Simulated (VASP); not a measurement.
Wanted: the native input for a VASP 6.6.1 run.

```
Task                   : single point
Functional             : RPBE
Dispersion             : D3(BJ)
Potentials or basis    : VASP PAW PBE potentials, release 64 (Mn_pv, O)
Cutoff                 : 520 eV
k mesh                 : 10 × 10 × 10
Occupations            : fermi-dirac, width 0.1 eV
Spin                   : collinear spin, ferromagnetic start
Starting moments       : [4.0, 0.0] μB
Hubbard terms          : Mn d U = 2.0 eV
Dipole correction      : no
Further INCAR settings : ALGO = Normal; EDIFF = 1e-06; NBANDS = 20
```

The structure of MnO lies in POSCAR:

```
MnO
1.0
    3.0808771000      0.0000000000      0.0000000000
    1.5404385500      2.6681178345      0.0000000000
    1.5404385500      0.8893726115      2.5155256184
Mn O
1 1
Direct
    0.0000000000      0.0000000000      0.0000000000
    0.5000000000      0.5000000000      0.5000000000
```

This cell differs from its parent crystal: volume scaled by 0.94.

One way to write it, as run:

INCAR

```
ALGO = Normal
EDIFF = 1E-6
ENCUT = 520
GGA = RP
ISIF = 2
ISMEAR = -1
ISPIN = 2
IVDW = 12
LASPH = T
LCHARG = F
LDAU = T
LDAUJ = 0 0
LDAUL = 2 -1
LDAUPRINT = 1
LDAUTYPE = 2
LDAUU = 2 0
LMAXMIX = 4
LORBIT = 11
LREAL = F
LWAVE = F
MAGMOM = 4 0
NBANDS = 20
NELM = 150
PREC = Accurate
SIGMA = 0.1
```

KPOINTS

```
k-points
0
Gamma
  10 10 10
```

Potentials or basis: VASP PAW PBE potentials, release 64 (Mn_pv, O).

The run is started by

```sh
$ cat potpaw_PBE.64/Mn_pv/POTCAR potpaw_PBE.64/O/POTCAR > POTCAR
$ mpirun -np 1 vasp_std > vasp.out
```

Results of the run:

```yaml
Pressure: 7.9 GPa
Band_gap_on_the_k_mesh: zero (filled and empty bands overlap)
Net_moment: 4.98 μB per cell
Site_moments: Mn +4.54; O +0.20 μB
Valence_electrons_inside_the_program's_atomic_spheres: Mn 11.41; O 5.05
Dispersion_energy_per_atom: -0.866 eV
```

Caveat: the PAW data sets were made with another functional, which shifts forces and pressure a little; a cell with one magnetic atom can't hold antiferromagnetic order, which such compounds often take; pairwise dispersion overbinds metals, which lowers pressure and volume.

Run time: 18 s on 1 thread of Intel Xeon 6975P-C, with other jobs on the host, peak memory 0.17 GiB.
